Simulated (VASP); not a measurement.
A run of VASP 6.6.1 is set up as follows.

The input POSCAR:

```
LiBr
1.0
    0.0000000000      2.7395650436      2.7395650436
    2.7395650436      0.0000000000      2.7395650436
    2.7395650436      2.7395650436      0.0000000000
Li Br
1 1
Direct
    0.0000000000      0.0000000000      0.0000000000
    0.5000000000      0.5000000000      0.5000000000
```

INCAR.step1

```
SYSTEM = LiBr
PREC = Accurate
ENCUT = 650
EDIFF = 1E-5
ISMEAR = 0
SIGMA = 0.01
LREAL = .FALSE.
LASPH = .TRUE.
NELM = 120
ALGO = Normal
ISIF = 2
LWAVE = .TRUE.
NBANDS = 12
GGA = PE
GGA_COMPAT = .FALSE.
```

The input INCAR.step2:

```
SYSTEM = LiBr
PREC = Accurate
ENCUT = 650
EDIFF = 1E-6
ISMEAR = 0
SIGMA = 0.01
LREAL = .FALSE.
LASPH = .TRUE.
NELM = 120
ALGO = Normal
ISIF = 2
LWAVE = .FALSE.
LCHARG = .TRUE.
GGA = PE
LHFCALC = .TRUE.
HFSCREEN = 0.2079
PRECFOCK = Normal
LELF = .TRUE.
LVHAR = .TRUE.
NBANDS = 12
ISTART = 1
GGA_COMPAT = .FALSE.
```

Contents of KPOINTS:

```
Automatic mesh
0
G
  4 4 4
  0 0 0
```

Potentials or basis: VASP PAW PBE potentials, release 64 (Li_sv, Br).

Launch:

```console
$ cat potpaw_PBE.64/Li_sv/POTCAR potpaw_PBE.64/Br/POTCAR > POTCAR
$ cp INCAR.step1 INCAR
$ mpirun -np 1 vasp_std > vasp.out
$ cp INCAR.step2 INCAR
$ mpirun -np 1 vasp_std > vasp.out
```

What does it give for the band gap on the k mesh?

6.21 eV.

What does it give for the pressure?

-0.1 GPa.

Caveat: the k points lie up to 0.50 Å⁻¹ apart; the PAW data sets were made with another functional, which shifts forces and pressure a little.
